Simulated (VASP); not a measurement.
# Ti in VASP: notebook, part 2 of 2

VASP 6.6.1.

### 3 Single point, LDA (15.37 Å³/atom)

This run uses another cell than the first one, of 15.37 Å³/atom.

Input file INCAR:

```
PREC = Accurate
ENCUT = 520
EDIFF = 1E-6
ISMEAR = 0
SIGMA = 0.15
LREAL = False
LASPH = True
NELM = 100
ALGO = Normal
ISIF = 2
LWAVE = False
LCHARG = True
LELF = True
LVHAR = True
NBANDS = 12
```

Input file KPOINTS:

```
Automatic mesh
0
Gamma
  22 22 22
```

Input file POSCAR:

```
Ti
1.0
    0.0000000000      1.9734833199      1.9734833199
    1.9734833199      0.0000000000      1.9734833199
    1.9734833199      1.9734833199      0.0000000000
Ti
1
Direct
    0.0000000000      0.0000000000      0.0000000000
```

Potentials or basis: VASP PAW LDA potentials, release 64 (Ti_sv).

Launch:

```sh
> cat potpaw_LDA.64/Ti_sv/POTCAR > POTCAR
> mpirun -np 1 vasp_std > vasp.out
```

Wall time 62 s (1 thread of Intel Xeon 8259CL, shared host); peak memory 0.18 GiB.

It converged, with:

| Quantity | Value |
| --- | --- |
| Free energy | -8.4980 eV |
| Pressure | 5.3 GPa |
| Band gap on the k mesh | zero (bands 6 and 7 overlap by 1.49 eV) |

Levels at points of the mesh, in eV from the Fermi level:
| k point | band 4 | band 5 | band 6 | band 7 | band 8 | band 9 |
| --- | --- | --- | --- | --- | --- | --- |
| (0.00, 0.00, 0.00) | -31.89 | -6.28 | 0.90 | 0.90 | 0.90 | 2.81 |
| (0.50, 0.00, 0.00) | -32.02 | -2.88 | 0.74 | 0.74 | 1.10 | 4.11 |
| (0.50, 0.50, 0.00) | -32.24 | -3.04 | -2.10 | 3.54 | 4.08 | 4.46 |

Caveat: the cell stands under pressure.

### 4 Single point, LDA (16.65 Å³/atom)

This run uses another cell than the first one, of 16.65 Å³/atom.

Input file INCAR:

```
SYSTEM = Ti
PREC = Accurate ; ENCUT = 520
EDIFF = 1E-7 ; ISMEAR = 0
SIGMA = 0.15 ; LREAL = .False.
LASPH = .True. ; NELM = 60
ALGO = Fast ; ISIF = 2
LWAVE = .False. ; LCHARG = .True.
GGA = CA ; LELF = .True.
LVHAR = .True. ; NBANDS = 12
```

Input file KPOINTS:

```
Automatic mesh
0
Gamma
  22 22 22
  0 0 0
```

Input file POSCAR:

```
Ti
1.0
    0.0000000000      2.0268463575      2.0268463575
    2.0268463575      0.0000000000      2.0268463575
    2.0268463575      2.0268463575      0.0000000000
Ti
1
Direct
    0.0000000000      0.0000000000      0.0000000000
```

Potentials or basis: VASP PAW LDA potentials, release 64 (Ti_sv).

Launch:

```sh
> cat potpaw_LDA.64/Ti_sv/POTCAR > POTCAR
> mpirun -np 1 vasp_std > vasp.out
```

OUTCAR:

```text
SYSTEM = Ti
   PREC = Accurate
   ENCUT = 520
   EDIFF = 1E-7
   ISMEAR = 0
   LREAL = .False.
   LASPH = .True.
   NELM = 60
   ISIF = 2
   GGA = CA

 ion  position               nearest neighbor table
   1  0.000  0.000  0.000-

  LATTYP: Found a face centered cubic cell.
 ALAT       =     4.0536927150

  Lattice vectors:

 A1 = (   0.0000000000,   2.0268463575,   2.0268463575)
 A2 = (   2.0268463575,   0.0000000000,   2.0268463575)
 A3 = (   2.0268463575,   2.0268463575,   0.0000000000)

Analysis of symmetry for initial positions (statically):
=====================================================================
 Subroutine PRICEL returns:
 Original cell was already a primitive cell.

 Routine SETGRP: Setting up the symmetry group for a
 face centered cubic supercell.

 Subroutine GETGRP returns: Found 48 space group operations
 (whereof 48 operations were pure point group operations)
 out of a pool of 48 trial point group operations.

The static configuration has the point symmetry O_h .

Analysis of symmetry for dynamics (positions and initial velocities):
[... 171 lines left out ...]
      4     -23.6898      2.00000
      5       2.3243      2.00000
      6       9.3065      0.00000
      7       9.3065      0.00000
      8       9.3065      0.00000
      9      11.0080      0.00000
     10      11.0080      0.00000
     11      24.0170      0.00000
     12      28.6144      0.00000
[... 331 lines left out ...]
 k-point    24 :      -0.4545    0.0455    0.0000
  band No.  band energies     occupation
      1     -47.3611      2.00000
      2     -24.4688      2.00000
      3     -23.8026      2.00000
      4     -23.7904      2.00000
      5       5.7969      2.00000
      6       8.9738      0.00000
      7       9.2144      0.00000
      8       9.2940      0.00000
      9      12.1042      0.00000
     10      12.3148      0.00000
     11      17.1638      0.00000
     12      23.3444      0.00000

 [... further k-points ...]

------------------------ aborting loop because EDIFF is reached ----------------------------------------

  FORCE on cell =-STRESS in cart. coord.  units (eV):
  Direction    XX          YY          ZZ          XY          YZ          ZX
  --------------------------------------------------------------------------------------
  -------------------------------------------------------------------------------------
  Total       -0.4658752     -0.4658752     -0.4658752     -0.0000000     -0.0000000     -0.0000000
  in kB      -44.8216370    -44.8216370    -44.8216370     -0.0000000     -0.0000000     -0.0000000
  external PRESSURE =     -44.8216370 kB  Pullay stress =       0.0000000 kB

 VOLUME and BASIS-vectors are now :
 -----------------------------------------------------------------------------
  energy-cutoff  :      520.00
  volume of cell :       16.65
      direct lattice vectors                 reciprocal lattice vectors
     0.000000000  2.026846358  2.026846358    -0.246688654  0.246688654  0.246688654
     2.026846358  0.000000000  2.026846358     0.246688654 -0.246688654  0.246688654
     2.026846358  2.026846358  0.000000000     0.246688654  0.246688654 -0.246688654

 POSITION                                       TOTAL-FORCE (eV/Angst)
 -----------------------------------------------------------------------------------
      0.00000      0.00000      0.00000         0.000000      0.000000      0.000000
 -----------------------------------------------------------------------------------
    total drift:                                0.000000      0.000000     -0.000000

  FREE ENERGIE OF THE ION-ELECTRON SYSTEM (eV)
  ---------------------------------------------------
  free  energy   TOTEN  =        -8.4991339945 eV

  energy  without entropy=       -8.4801451719  energy(sigma->0) =       -8.48963958
```

It took 2.5 min on 1 thread of Intel Xeon 8259CL, shared host; peak memory 0.18 GiB.

Results:

```
Free energy            : -8.4991 eV
Pressure               : -4.5 GPa
Band gap on the k mesh : zero (bands 6 and 7 overlap by 1.39 eV)
```

Caveat: the cell stands under tension.

### 5 Single point, LDA (17.29 Å³/atom)

This run uses another cell than the first one, of 17.29 Å³/atom.

Input file INCAR:

```
PREC = Accurate ; ENCUT = 520
EDIFF = 1E-6 ; ISMEAR = 0
SIGMA = 0.15 ; LREAL = False
LASPH = True ; NELM = 80
ALGO = Fast ; ISIF = 2
LWAVE = False ; LCHARG = False
NBANDS = 12
```

Input file KPOINTS:

```
regular mesh
0
Gamma
  22 22 22
```

Input file POSCAR:

```
Ti
1.0
    0.0000000000      2.0525251453      2.0525251453
    2.0525251453      0.0000000000      2.0525251453
    2.0525251453      2.0525251453      0.0000000000
Ti
1
Direct
    0.0000000000      0.0000000000      0.0000000000
```

Launch:

```sh
> cat potpaw_LDA.64/Ti_sv/POTCAR > POTCAR
> mpirun -np 1 vasp_std > vasp.out
```

Run time: 2 min. Hardware: 1 thread of Intel Xeon 8259CL, shared host; peak memory 0.18 GiB.

Results (log left out):

```yaml
Free_energy: -8.4737 eV
Pressure: -9.0 GPa
Band_gap_on_the_k_mesh: zero (bands 6 and 7 overlap by 1.35 eV)
```

Levels at points of the mesh, in eV from the Fermi level:
| k point | band 2 | band 3 | band 4 | band 5 | band 6 | band 7 | band 8 | band 9 | band 10 | band 11 |
| --- | --- | --- | --- | --- | --- | --- | --- | --- | --- | --- |
| (0.00, 0.00, 0.00) | -32.24 | -32.24 | -32.24 | -6.03 | 0.85 | 0.85 | 0.85 | 2.46 | 2.46 | 15.37 |
| (0.50, 0.00, 0.00) | -32.94 | -32.33 | -32.33 | -2.59 | 0.72 | 0.72 | 0.75 | 3.57 | 3.57 | 8.22 |
| (0.50, 0.50, 0.00) | -32.89 | -32.48 | -32.48 | -2.60 | -1.74 | 2.93 | 3.54 | 3.86 | 3.86 | 11.81 |

Caveat: the cell stands under tension.

### 6 Single point, LDA (14.09 Å³/atom)

This run uses another cell than the first one, of 14.09 Å³/atom.

Input file INCAR:

```
SYSTEM = Ti
PREC = Accurate
ENCUT = 520
EDIFF = 1E-6
ISMEAR = 0
SIGMA = 0.15
LREAL = .False.
LASPH = .True.
NELM = 100
ALGO = Fast
ISIF = 2
LWAVE = .False.
LCHARG = .True.
GGA = CA
LELF = .True.
LVHAR = .True.
NBANDS = 12
```

Input file KPOINTS:

```
regular mesh
0
Gamma
  22 22 22
  0 0 0
```

Input file POSCAR:

```
Ti
1.0
    0.0000000000      1.8683395806      2.0183672489
    1.8683395806      0.0000000000      2.0183672489
    1.8683395806      1.8683395806      0.0000000000
Ti
1
Direct
    0.0000000000      0.0000000000      0.0000000000
```

Potentials or basis: VASP PAW LDA potentials, release 64 (Ti_sv).

Launch:

```sh
> cat potpaw_LDA.64/Ti_sv/POTCAR > POTCAR
> mpirun -np 1 vasp_std > vasp.out
```

OUTCAR:

```text
SYSTEM = Ti
   PREC = Accurate
   ENCUT = 520
   EDIFF = 1E-6
   ISMEAR = 0
   LREAL = .False.
   LASPH = .True.
   NELM = 100
   ISIF = 2
   GGA = CA

 ion  position               nearest neighbor table
   1  0.000  0.000  0.000-

  LATTYP: Found a body centered tetragonal cell.
 ALAT       =     2.6422311740
 C/A-ratio  =     1.5277749114

  Lattice vectors:

 A1 = (  -1.8683395806,   0.0000000000,   2.0183672489)
 A2 = (   1.8683395806,   0.0000000000,   2.0183672489)
 A3 = (   0.0000000000,   1.8683395806,  -2.0183672489)

Analysis of symmetry for initial positions (statically):
=====================================================================
 Subroutine PRICEL returns:
 Original cell was already a primitive cell.

 Routine SETGRP: Setting up the symmetry group for a
 body centered tetragonal supercell.

 Subroutine GETGRP returns: Found 16 space group operations
 (whereof 16 operations were pure point group operations)
 out of a pool of 16 trial point group operations.

The static configuration has the point symmetry D_4h.

Analysis of symmetry for dynamics (positions and initial velocities):
[... 169 lines left out ...]
      3     -21.2074      2.00000
      4     -21.2074      2.00000
      5       3.9893      2.00000
      6      10.8257      0.00003
      7      11.6392      0.00000
      8      11.6392      0.00000
      9      12.9376      0.00000
     10      13.9306      0.00000
     11      27.0106      0.00000
     12      30.8176      0.00000
[... 331 lines left out ...]
 k-point    24 :      -0.4545    0.0455    0.0000
  band No.  band energies     occupation
      1     -45.0556      2.00000
      2     -22.5412      2.00000
      3     -21.4708      2.00000
      4     -21.3046      2.00000
      5       7.3534      2.00000
      6      10.7040      0.00220
      7      11.6316      0.00000
      8      11.6874      0.00000
      9      14.7009      0.00000
     10      15.2848      0.00000
     11      21.1364      0.00000
     12      26.0877      0.00000

 [... further k-points ...]

------------------------ aborting loop because EDIFF is reached ----------------------------------------

  FORCE on cell =-STRESS in cart. coord.  units (eV):
  Direction    XX          YY          ZZ          XY          YZ          ZX
  --------------------------------------------------------------------------------------
  -------------------------------------------------------------------------------------
  Total        1.7026062      1.7026062      1.5547536      0.0000000      0.0000000      0.0000000
  in kB      193.5900288    193.5900288    176.7788693      0.0000000      0.0000000      0.0000000
  external PRESSURE =     187.9863089 kB  Pullay stress =       0.0000000 kB

 VOLUME and BASIS-vectors are now :
 -----------------------------------------------------------------------------
  energy-cutoff  :      520.00
  volume of cell :       14.09
      direct lattice vectors                 reciprocal lattice vectors
     0.000000000  1.868339581  2.018367249    -0.267617303  0.267617303  0.247724987
     1.868339581  0.000000000  2.018367249     0.267617303 -0.267617303  0.247724987
     1.868339581  1.868339581  0.000000000     0.267617303  0.267617303 -0.247724987

 POSITION                                       TOTAL-FORCE (eV/Angst)
 -----------------------------------------------------------------------------------
      0.00000      0.00000      0.00000        -0.000000      0.000000     -0.000000
 -----------------------------------------------------------------------------------
    total drift:                                0.000000      0.000000      0.000000

  FREE ENERGIE OF THE ION-ELECTRON SYSTEM (eV)
  ---------------------------------------------------
  free  energy   TOTEN  =        -8.3994057038 eV

  energy  without entropy=       -8.3824179200  energy(sigma->0) =       -8.39091181
```

Wall time 3.5 min (1 thread of Intel Xeon 8259CL, shared host); peak memory 0.24 GiB.

What came out:

| Property | Result |
| --- | --- |
| Free energy | -8.3994 eV |
| Pressure | 18.8 GPa |
| Band gap on the k mesh | zero (bands 6 and 7 overlap by 1.35 eV) |

Caveat: the cell stands under pressure.

### 7 The runs side by side

```csv
cell,gap on the mesh (eV),pressure (GPa)
"a = 2.752 Å, angles 60.0°, 1 atom",none,11.5
"a = 2.791 Å, angles 60.0°, 1 atom",none,5.3
"a = 2.866 Å, angles 60.0°, 1 atom",none,-4.5
"a = 2.903 Å, angles 60.0°, 1 atom",none,-9.0
"a = 2.750, b = 2.750, c = 2.642 Å, angles 61.3, 61.3, 57.4°, 1 atom",none,18.8
```

Alike in all rows: task single point; level LDA; potentials or basis VASP PAW LDA potentials, release 64 (Ti_sv); no spin polarisation; k mesh 22 × 22 × 22; cutoff (eV) 520; smearing gaussian 0.15 eV.

Caveats: the cell stands under pressure (at least some runs); the cell stands under tension (at least some runs).

Total energies depend on the potentials used, so only differences within one code and one set of settings carry meaning.
